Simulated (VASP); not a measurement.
# AlN (I-4m2) in VASP: further runs, part 2 of 2

VASP 6.6.1. Earlier steps stand in the parts before.

### Step 5. Single point, PBE (uniaxial z strain +4.0%)

The input, INCAR:

```
SYSTEM = AlN
PREC = Accurate ; ENCUT = 520
EDIFF = 1E-7 ; ISMEAR = 0
SIGMA = 0.01 ; LREAL = .False.
LASPH = .True. ; NELM = 100
ALGO = Normal ; ISIF = 2
LWAVE = .False. ; LCHARG = .True.
GGA = PE ; LELF = .True.
LVHAR = .True. ; NBANDS = 11
```

The input, KPOINTS:

```
regular mesh
0
Gamma
  6 6 6
  0 0 0
```

The input, POSCAR:

```
AlN
1.0
    0.0000000000      2.1848764125      2.2722714690
    2.1848764125      0.0000000000      2.2722714690
    2.1848764125      2.1848764125      0.0000000000
Al N
1 1
Direct
    0.0000000000      0.0000000000      0.0000000000
    0.2500000000      0.2500000000      0.2500000000
```

The run is started by

```bash
> cat potpaw_PBE.64/Al/POTCAR potpaw_PBE.64/N/POTCAR > POTCAR
> mpirun -np 1 vasp_std > vasp.out
```

Run time: 8.1 s. Hardware: 1 thread of AMD EPYC 7R43 (Zen 3), shared host; peak memory 0.09 GiB.

Results (log left out):

| Quantity | Value |
| --- | --- |
| Free energy | -14.8316 eV |
| Pressure | -3.4 GPa |
| Band gap on the k mesh | 3.18 eV, indirect (least direct gap 3.77 eV) |

Stress tensor (GPa, compression positive):
```
-1.45  0.00  0.00
 0.00 -1.45  0.00
 0.00  0.00 -7.41
```

Levels at points of the mesh, in eV from the valence-band top:
| k point | band 1 | band 2 | band 3 | band 4 | band 5 | band 6 | band 7 | band 8 |
| --- | --- | --- | --- | --- | --- | --- | --- | --- |
| (0.00, 0.00, 0.00) | -14.81 | -0.18 | 0.00 | 0.00 | 3.77 | 12.09 | 12.09 | 12.13 |
| (0.50, 0.00, 0.00) | -12.88 | -5.75 | -0.70 | -0.37 | 6.89 | 9.53 | 10.57 | 11.18 |
| (0.50, 0.50, 0.00) | -12.39 | -5.09 | -1.58 | -1.58 | 3.36 | 8.70 | 12.91 | 15.37 |
| (0.50, 0.00, 0.50) | -12.23 | -4.72 | -1.90 | -1.88 | 3.18 | 8.10 | 13.57 | 14.51 |

Caveat: the cell differs from its parent crystal (uniaxial z strain +4.0%). A k mesh can miss the band edges.

### Step 6. Single point, PBE (uniaxial z strain -4.0%)

The input, INCAR:

```
ALGO = Normal
EDIFF = 1E-6
ENCUT = 520
GGA = PE
ISIF = 2
ISMEAR = -1
LASPH = T
LCHARG = T
LELF = T
LREAL = F
LVHAR = T
LWAVE = F
NBANDS = 11
NELM = 60
PREC = Accurate
SIGMA = 0.02
```

The input, KPOINTS:

```
k-points
0
Gamma
  10 10 10
```

The input, POSCAR:

```
AlN
1.0
    0.0000000000      2.1848764125      2.0974813560
    2.1848764125      0.0000000000      2.0974813560
    2.1848764125      2.1848764125      0.0000000000
Al N
1 1
Direct
    0.0000000000      0.0000000000      0.0000000000
    0.2500000000      0.2500000000      0.2500000000
```

Potentials or basis: VASP PAW PBE potentials, release 64 (Al, N).

The run is started by

```bash
> cat potpaw_PBE.64/Al/POTCAR potpaw_PBE.64/N/POTCAR > POTCAR
> mpirun -np 1 vasp_std > vasp.out
```

OUTCAR:

```text
EDIFF = 1E-6
   ENCUT = 520
   GGA = PE
   ISIF = 2
   ISMEAR = -1
   LASPH = T
   LREAL = F
   NELM = 60
   PREC = Accurate

 ion  position               nearest neighbor table
   1  0.000  0.000  0.000-   2 1.87   2 1.87   2 1.87   2 1.87
   2  0.250  0.250  0.250-   1 1.87   1 1.87   1 1.87   1 1.87

  LATTYP: Found a body centered tetragonal cell.
 ALAT       =     3.0898818547
 C/A-ratio  =     1.3576450199

  Lattice vectors:

 A1 = (   0.0000000000,  -2.1848764125,  -2.0974813560)
 A2 = (   0.0000000000,   2.1848764125,  -2.0974813560)
 A3 = (   2.1848764125,   0.0000000000,   2.0974813560)

Analysis of symmetry for initial positions (statically):
=====================================================================
 Subroutine PRICEL returns:
 Original cell was already a primitive cell.

 Routine SETGRP: Setting up the symmetry group for a
 body centered tetragonal supercell.

 Subroutine GETGRP returns: Found  8 space group operations
 (whereof  8 operations were pure point group operations)
 out of a pool of 16 trial point group operations.

The static configuration has the point symmetry D_2d.

Analysis of symmetry for dynamics (positions and initial velocities):
=====================================================================
 Subroutine PRICEL returns:
 Original cell was already a primitive cell.

 Routine SETGRP: Setting up the symmetry group for a
 body centered tetragonal supercell.

 Subroutine GETGRP returns: Found  8 space group operations
 (whereof  8 operations were pure point group operations)
 out of a pool of 16 trial point group operations.

The dynamic configuration has the point symmetry D_2d.

 Subroutine INISYM returns: Found  8 space group operations
 (whereof  8 operations are pure point group operations),
 and found     1 'primitive' translations

----------------------------------------------------------------------------------------

                                     Primitive cell

  volume of cell :      20.0254

  direct lattice vectors                    reciprocal lattice vectors
     0.000000000  2.184876412  2.097481356    -0.228845896  0.228845896  0.238381142
     2.184876412  0.000000000  2.097481356     0.228845896 -0.228845896  0.238381142
     2.184876412  2.184876412  0.000000000     0.228845896  0.228845896 -0.238381142

  length of vectors
     3.028714740  3.028714740  3.089881855     0.401953302  0.401953302  0.401953302

  position of ions in fractional coordinates (direct lattice)
     0.000000000  0.000000000  0.000000000
     0.250000000  0.250000000  0.250000000

  ion indices of the primitive-cell ions
   primitive index   ion index
                 1           1
                 2           2

----------------------------------------------------------------------------------------

 KPOINTS: k-points

Automatic generation of k-mesh.
 Grid dimensions read from file:
 generate k-points for:   10   10   10

 Generating k-lattice:

  Cartesian coordinates                     Fractional coordinates (reciprocal lattice)
    -0.022884590  0.022884590  0.023838114     0.100000000  0.000000000  0.000000000
     0.022884590 -0.022884590  0.023838114     0.000000000  0.100000000  0.000000000
     0.022884590  0.022884590 -0.023838114    -0.000000000 -0.000000000  0.100000000

  Length of vectors
     0.040195330  0.040195330  0.040195330

  Shift w.r.t. Gamma in fractional coordinates (k-lattice)
     0.000000000  0.000000000  0.000000000

 Subroutine IBZKPT returns following result:
 ===========================================

 Found    102 irreducible k-points:

 Following reciprocal coordinates:
            Coordinates               Weight
  0.000000  0.000000  0.000000      1.000000
  0.100000 -0.000000  0.000000      8.000000
  0.200000 -0.000000  0.000000      8.000000
  0.300000  0.000000  0.000000      8.000000
  0.400000 -0.000000  0.000000      8.000000
  0.500000 -0.000000  0.000000      4.000000
[... 16 lines left out ...]
  0.300000  0.300000  0.000000      2.000000
  0.400000  0.300000  0.000000      8.000000
 [... further k-points ...]
   k-points           NKPTS =    102   k-points in BZ     NKDIM =    102   number of bands    NBANDS=     11
   number of dos      NEDOS =    301   number of ions     NIONS =      2
   total plane-waves  NPLWV =  13824
   dimension x,y,z NGX =    24 NGY =   24 NGZ =   24
   dimension x,y,z NGXF=    48 NGYF=   48 NGZF=   48
   ions per type =               1   1
   NGX,Y,Z   is equivalent  to a cutoff of  13.17, 13.17, 12.91 a.u.
   NGXF,Y,Z  is equivalent  to a cutoff of  26.35, 26.35, 25.83 a.u.
 SYSTEM =  unknown system
   PREC   = accura    normal or accurate (medium, high low for compatibility)
   ISTART =      0    job   : 0-new  1-cont  2-samecut
   ICHARG =      2    charge: 1-file 2-atom 10-const
   ISPIN  =      1    spin polarized calculation?
   LNONCOLLINEAR =      F non collinear calculations
   LSORBIT =      F    spin-orbit coupling
   LASPH  =      T    aspherical Exc in radial PAW
   ENCUT  =  520.0 eV  38.22 Ry    6.18 a.u.   5.63  5.63  5.75*2*pi/ulx,y,z
   NELM   =     60;   NELMIN=  2; NELMDL= -5     # of ELM steps
   EDIFF  = 0.1E-05   stopping-criterion for ELM
   LREAL  =      F    real-space projection
[... 7 lines left out ...]
   TEBEG  =    0.0;   TEEND  =   0.0 temperature during run
   PSTRESS=    0.0 pullay stress
   NELECT =       8.0000    total number of electrons
   NUPDOWN=      -1.0000    fix difference up-down
   EMIN   =  10.00;   EMAX   =-10.00  energy-range for DOS
   EFERMI =   0.00;   METHOD = LEGACY
   ISMEAR =    -1;   SIGMA  =   0.02  broadening in eV -4-tet -1-fermi 0-gaus
   EFERMI_NEDOS =   21; number of points for ismear=-14 and -15
   IALGO  =     38    algorithm
   IMIX   =      4    mixing-type and parameters
     AMIX     =   0.40;   BMIX     =  1.00
     AMIX_MAG =   1.60;   BMIX_MAG =  1.00
  volume/ion in A,a.u.               =      10.01        67.57
  Fermi-wavevector in a.u.,A,eV,Ry     =   1.205714  2.278469 19.779410  1.453746
  Thomas-Fermi vector in A             =   2.341402
   LORBIT       =      0    0 simple, 1 ext, 2 COOP (PROOUT), +10 PAW based schemes
   GGA     = PE    functional components
   LHFCALC =     F    Hartree Fock is set to
   AEXX    =    0.0000 exact exchange contribution
   IVDW    =     0    specifies the selected vdW correction
   LEPSILON=     F    determine dielectric tensor
   LRPA    =     F    only Hartree local field effects (RPA)
 non-spin polarized calculation
  energy-cutoff  :      520.00
  volume of cell :       20.03
 maximum number of plane-waves:       550
   NGX = 11   NGY = 11   NGZ = 11

 number of electron       7.9999999 magnetization

 Free energy of the ion-electron system (eV)
  ---------------------------------------------------
  ext. energy  EPLUGINS =         0.00000000
  ---------------------------------------------------
  free energy    TOTEN  =       -14.78675480 eV

  energy without entropy =      -14.78675480  energy(sigma->0) =      -14.78675480

 E-fermi :   6.8574     XC(G=0): -11.1093

 val. band max:        6.4631402353   @ k =   0.0000   0.0000   0.0000
 cond. band min:       9.5778253666   @ k =   0.5000   0.5000   0.0000
 fundamental gap:      3.1146851313
 Fermi energy:         6.8574152089

 k-point     1 :       0.0000    0.0000    0.0000
  band No.  band energies     occupation
      1      -8.8607      2.00000
      2       6.3046      2.00000
      3       6.3046      2.00000
      4       6.4631      2.00000
      5      10.9004      0.00000
      6      19.2888      0.00000
      7      19.3324      0.00000
      8      19.3324      0.00000
      9      23.6871      0.00000
     10      24.8913      0.00000
     11      25.3330      0.00000

 k-point     2 :       0.1000   -0.0000    0.0000
  band No.  band energies     occupation
      1      -8.7071      2.00000
      2       5.5408      2.00000
      3       6.2397      2.00000
      4       6.3735      2.00000
      5      11.5519      0.00000
      6      18.8896      0.00000
      7      19.4233      0.00000
      8      19.4985      0.00000
      9      22.5774      0.00000
     10      23.3658      0.00000
     11      25.2862      0.00000
[... 295 lines left out ...]
 k-point    24 :       0.4000    0.3000    0.0000
  band No.  band energies     occupation
      1      -6.6503      2.00000
      2       2.2374      2.00000
      3       4.5045      2.00000
      4       4.7211      2.00000
      5      11.3725      0.00000
      6      15.7770      0.00000
      7      19.5174      0.00000
      8      21.1152      0.00000
      9      21.7738      0.00000
     10      27.7981      0.00000
     11      30.5910      0.00000

 [... further k-points ...]
[... 5 lines left out ...]
  --------------------------------------------------------------------------------------
  -------------------------------------------------------------------------------------
  Total        1.5016577      1.5016577      2.0509273      0.0000000      0.0000000      0.0000000
  in kB      120.1433282    120.1433282    164.0888229      0.0000000      0.0000000      0.0000000
  external PRESSURE =     134.7918264 kB  Pullay stress =       0.0000000 kB

 VOLUME and BASIS-vectors are now :
 -----------------------------------------------------------------------------
  energy-cutoff  :      520.00
  volume of cell :       20.03
      direct lattice vectors                 reciprocal lattice vectors
     0.000000000  2.184876412  2.097481356    -0.228845896  0.228845896  0.238381142
     2.184876412  0.000000000  2.097481356     0.228845896 -0.228845896  0.238381142
     2.184876412  2.184876412  0.000000000     0.228845896  0.228845896 -0.238381142

 POSITION                                       TOTAL-FORCE (eV/Angst)
 -----------------------------------------------------------------------------------
      0.00000      0.00000      0.00000        -0.000000     -0.000000     -0.000000
      1.09244      1.09244      1.04874         0.000000      0.000000      0.000000
 -----------------------------------------------------------------------------------
    total drift:                                0.000000      0.000000     -0.000000

  FREE ENERGIE OF THE ION-ELECTRON SYSTEM (eV)
  ---------------------------------------------------
  free  energy   TOTEN  =       -14.7867548022 eV

  energy  without entropy=      -14.7867548022  energy(sigma->0) =      -14.78675480
```

OSZICAR:

```text
N       E                     dE             d eps       ncg     rms          rms(c)
DAV:   1     0.105467902642E+02    0.10547E+02   -0.39401E+03  2300   0.611E+02
DAV:   2    -0.163733909543E+02   -0.26920E+02   -0.25352E+02  2654   0.136E+02
DAV:   3    -0.172391282118E+02   -0.86574E+00   -0.86456E+00  2735   0.234E+01
DAV:   4    -0.172436851158E+02   -0.45569E-02   -0.45566E-02  2574   0.185E+00
DAV:   5    -0.172437391034E+02   -0.53988E-04   -0.53987E-04  2745   0.194E-01    0.882E+00
DAV:   6    -0.148005387424E+02    0.24432E+01   -0.11702E+01  2636   0.174E+01    0.288E+00
DAV:   7    -0.147932408075E+02    0.72979E-02   -0.19714E-01  2535   0.336E+00    0.211E+00
DAV:   8    -0.147880827515E+02    0.51581E-02   -0.27339E-02  2493   0.155E+00    0.578E-01
DAV:   9    -0.147867020317E+02    0.13807E-02   -0.39745E-03  2703   0.375E-01    0.234E-01
DAV:  10    -0.147867407325E+02   -0.38701E-04   -0.36711E-04  2514   0.126E-01    0.282E-02
DAV:  11    -0.147867547820E+02   -0.14049E-04   -0.13052E-05  2607   0.275E-02    0.148E-02
DAV:  12    -0.147867548022E+02   -0.20285E-07   -0.17857E-07  1629   0.355E-03
   1 F= -.14786755E+02 E0= -.14786755E+02  d E =-.290988E-11
```

stdout:

```text
POSCAR found type information on POSCAR AlN
 POSCAR found :  2 types and       2 ions
 scaLAPACK will be used
 LDA part: xc-table for (Slater+PW92), standard interpolation
 POSCAR, INCAR and KPOINTS ok, starting setup
 FFT: planning ... GRIDC
 FFT: planning ... GRID_SOFT
 FFT: planning ... GRID
 WAVECAR not read
 entering main loop
```

It took 20 s on 1 thread of AMD EPYC 7R43 (Zen 3), shared host; peak memory 0.11 GiB.

What came out:

* Free energy: -14.7868 eV
* Pressure: 13.5 GPa
* Band gap on the k mesh: 3.11 eV, indirect (least direct gap 4.44 eV)

Caveat: the cell differs from its parent crystal (uniaxial z strain -4.0%). A k mesh can miss the band edges.

### Step 7. The runs side by side

```csv
cell,k mesh,smearing,gap on the mesh (eV),pressure (GPa)
"a = 3.105, b = 3.105, c = 3.090 Å, angles 60.2, 60.2, 59.7°, 2 atoms",6 × 6 × 6,gaussian 0.01 eV,3.28,2.3
"a = 3.121, b = 3.121, c = 3.090 Å, angles 60.3, 60.3, 59.3°, 2 atoms",6 × 6 × 6,gaussian 0.01 eV,3.25,0.3
"a = 3.137, b = 3.137, c = 3.090 Å, angles 60.5, 60.5, 59.0°, 2 atoms",6 × 6 × 6,gaussian 0.01 eV,3.22,-1.6
"a = 3.152, b = 3.152, c = 3.090 Å, angles 60.7, 60.7, 58.7°, 2 atoms",6 × 6 × 6,gaussian 0.01 eV,3.18,-3.4
"a = 3.029, b = 3.029, c = 3.090 Å, angles 59.3, 59.3, 61.3°, 2 atoms",10 × 10 × 10,fermi-dirac 0.02 eV,3.11,13.5
```

Alike in all rows: task single point; level PBE; potentials or basis VASP PAW PBE potentials, release 64 (Al, N); no spin polarisation; cutoff (eV) 520.

Total energies depend on the potentials used, so only differences within one code and one set of settings carry meaning.
